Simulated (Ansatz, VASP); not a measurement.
**Cu in VASP and in Ansatz**

```
Cu
1.0
     0.00000    1.79036    1.79036
     1.79036    0.00000    1.79036
     1.79036    1.79036    0.00000
Cu
1
Direct
  0.00000 0.00000 0.00000
```

Change from the starting cell: volume scaled by 0.96.

Alike in both runs: task single point; functional PBE; k mesh 20 × 20 × 20; occupations fermi-dirac, width 0.03 eV; no spin polarisation.

|  | VASP | Ansatz |
| --- | --- | --- |
| version | VASP 6.6.1 | Ansatz 0.2.0 |
| potentials or method | VASP PAW PBE potentials, release 64 (Cu), cutoff 520 eV | all-electron LAPW, scalar-relativistic |

|  | VASP | Ansatz | Ansatz less VASP |
| --- | --- | --- | --- |
| pressure (GPa) | 6.9 | 6.3 | -0.56 |

Ansatz ran all-electron here, and VASP with PAW potentials.
